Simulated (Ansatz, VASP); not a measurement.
## SrTl in VASP and in Ansatz

The input INCAR:

```
SYSTEM = SrTl
PREC = Accurate
ENCUT = 520
EDIFF = 1E-8
ISMEAR = -1
SIGMA = 0.05
LREAL = .FALSE.
LASPH = .TRUE.
NELM = 80
ALGO = Normal
ISIF = 2
LWAVE = .FALSE.
LCHARG = .FALSE.
GGA = CA
LEFG = .TRUE.
NBANDS = 18
```

File KPOINTS:

```
regular mesh
0
G
  8 8 8
  0 0 0
```

File POSCAR:

```
SrTl
1.0
    4.0185149494      0.0000000000      0.0000000000
    0.0000000000      4.0185149494      0.0000000000
    0.0000000000      0.0000000000      4.0185149494
Sr Tl
1 1
Direct
    0.0000000000      0.0000000000      0.0000000000
    0.5000000000      0.5000000000      0.5000000000
```

Input for Ansatz:

```yaml
crystal:
  lattice:
    - [4.0185149494, 0.0, 0.0]
    - [0.0, 4.0185149494, 0.0]
    - [0.0, 0.0, 4.0185149494]
  atoms:
    - { symbol: Sr, position: [0.0, 0.0, 0.0] }
    - { symbol: Tl, position: [0.5, 0.5, 0.5] }
kpoints:
  mp_grid: { grid: [8, 8, 8] }
scf:
  occupations: { method: fermi_dirac, width: 0.05 }
hamiltonian:
  xc: lda
  pseudopotentials: { kind: paw }
output:
  forces: true
  stress: true
  eigenvalues: true
  efg: { contact_densities: true }
```

Change from the starting cell: volume scaled by 0.99, PAW files.

Alike in both runs: task electric field gradients; functional LDA; k mesh 8 × 8 × 8; occupations fermi-dirac, width 0.05 eV; no spin polarisation.

```csv
,VASP,Ansatz
version,VASP 6.6.1,Ansatz 0.2.0
potentials or method,"VASP PAW LDA potentials, release 64 (Sr_sv, Tl_d)","PAW with Ansatz's default frozen-core files, scalar-relativistic"
plane-wave cutoff (eV),520,420
valence electrons in the cell,23,23
```

VASP gave:

```
pressure (GPa) : -1.5
```

Q: What did Ansatz give for the same quantities?

A: Pressure (GPa): -1.6.

LDA's correlation is that of Perdew and Zunger in VASP and of Perdew and Wang (1992) in Ansatz.

Spin-orbit coupling is off throughout.
